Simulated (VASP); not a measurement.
A run of VASP 6.6.1 is set up as follows.

File INCAR:

```
PREC = Accurate
ENCUT = 600
EDIFF = 1E-6
ISMEAR = -1
SIGMA = 0.05
LREAL = Auto
LASPH = True
NELM = 60
ALGO = Normal
ISIF = 8
LWAVE = False
LCHARG = False
GGA = PS
IBRION = 2
NSW = 100
EDIFFG = -0.03
ISYM = 0
LUSENCCL = False
```

File KPOINTS:

```
Automatic mesh
0
Gamma
  1 1 1
  0.25 0.25 0.25
```

The input POSCAR:

```
Zn13Cd3Se16
1.0
   11.4364640000      0.0000000000      0.0000000000
    0.0000000000     11.4364640000      0.0000000000
    0.0000000000      0.0000000000     11.4364640000
Zn Cd Se
26 6 32
Direct
    0.0017190000      0.0018020000      0.9986470000
    0.0032230000      0.0010780000      0.5010190000
    0.9994920000      0.5009720000      0.9975880000
    0.4990260000      0.9985910000      0.9970740000
    0.5007760000      0.5017920000      0.0007160000
    0.5002600000      0.4978030000      0.5015690000
    0.2476540000      0.2494140000      0.9988340000
    0.2501120000      0.2489610000      0.5008120000
    0.2509110000      0.7495810000      0.9985060000
    0.7494360000      0.2464340000      0.9996490000
    0.7488000000      0.2480290000      0.4978210000
    0.7502010000      0.7529150000      0.0024650000
    0.7475910000      0.7512820000      0.5012760000
    0.2479370000      0.9998070000      0.2477320000
    0.2461880000      0.0011820000      0.7494010000
    0.2528160000      0.5023960000      0.2494770000
    0.2515320000      0.4996690000      0.7516410000
    0.7515250000      0.9978100000      0.2510590000
    0.7495210000      0.0006460000      0.7488630000
    0.7463050000      0.5000290000      0.2487250000
    0.7509740000      0.4995290000      0.7490120000
    0.0005760000      0.2505420000      0.2491640000
    0.9990070000      0.7477080000      0.2508630000
    0.4991930000      0.2496160000      0.2490600000
    0.5023280000      0.2504410000      0.7537160000
    0.5028800000      0.7497690000      0.2494480000
    0.0009710000      0.5022850000      0.5025750000
    0.4990770000      0.0012400000      0.4988260000
    0.2491780000      0.7524870000      0.4991710000
    0.0001080000      0.2492260000      0.7501190000
    0.9969620000      0.7514900000      0.7491550000
    0.4979950000      0.7509320000      0.7538360000
    0.1245140000      0.1261250000      0.1272700000
    0.1251470000      0.1238130000      0.6284870000
    0.1252180000      0.6293260000      0.1237490000
    0.1259230000      0.6224980000      0.6225040000
    0.6232660000      0.1256440000      0.1244000000
    0.6269970000      0.1237000000      0.6213430000
    0.6228450000      0.6221730000      0.1236320000
    0.6246300000      0.6226040000      0.6245430000
    0.3758310000      0.3787700000      0.1257980000
    0.3784590000      0.3779640000      0.6231320000
    0.3774740000      0.8749820000      0.1242710000
    0.3759160000      0.8776700000      0.6239190000
    0.8718950000      0.3768150000      0.1224890000
    0.8732140000      0.3746740000      0.6236160000
    0.8731080000      0.8767410000      0.1271920000
    0.8782740000      0.8754650000      0.6244100000
    0.3742780000      0.1222170000      0.3752530000
    0.3736030000      0.1236830000      0.8749160000
    0.3786740000      0.6217160000      0.3704900000
    0.3758680000      0.6264300000      0.8750360000
    0.8766880000      0.1223700000      0.3747710000
    0.8780010000      0.1232890000      0.8707800000
    0.8757920000      0.6239110000      0.3778980000
    0.8745200000      0.6244020000      0.8772120000
    0.1253640000      0.3738180000      0.3720800000
    0.1239210000      0.3768280000      0.8752120000
    0.1234510000      0.8744170000      0.3730710000
    0.1228130000      0.8766960000      0.8749050000
    0.6246240000      0.3758560000      0.3772190000
    0.6232950000      0.3746760000      0.8752080000
    0.6239700000      0.8756700000      0.3768640000
    0.6235940000      0.8752380000      0.8725080000
```

Potentials or basis: VASP PAW PBE potentials, release 64 (Zn, Cd, Se).

The run is started by

```sh
$ cat potpaw_PBE.64/Zn/POTCAR potpaw_PBE.64/Cd/POTCAR potpaw_PBE.64/Se/POTCAR > POTCAR
$ mpirun -np 1 vasp_std > vasp.out
```

Predict the space group after relaxing (to 0.1 Å).

P1 (No. 1).

Predict the relaxed volume.

23.45 Å³/atom.

Step by step:
```tsv
step	energy change (eV)	largest force (eV/Å)	pressure (GPa)	volume (Å³)
1	0.0000	2.0224	1.01	1495.81
2	-1.7181	0.7628	-0.83	1528.08
3	-1.8684	0.5393	-1.43	1541.90
4	-2.2470	0.4478	0.19	1498.12
5	-2.2509	0.4638	0.39	1493.18
6	-2.3706	0.2558	0.20	1496.84
7	-2.4256	0.2020	-0.02	1501.43
8	-2.4609	0.0970	-0.04	1501.28
9	-2.4721	0.0764	-0.03	1501.15
10	-2.4790	0.0458	0.04	1499.40
11	-2.4804	0.0463	0.11	1497.97
12	-2.4825	0.0354	-0.11	1503.19
13	-2.4829	0.0376	-0.05	1501.61
14	-2.4848	0.0216	-0.01	1500.79
```

Caveat: the PAW data sets were made with another functional, which shifts forces and pressure a little.
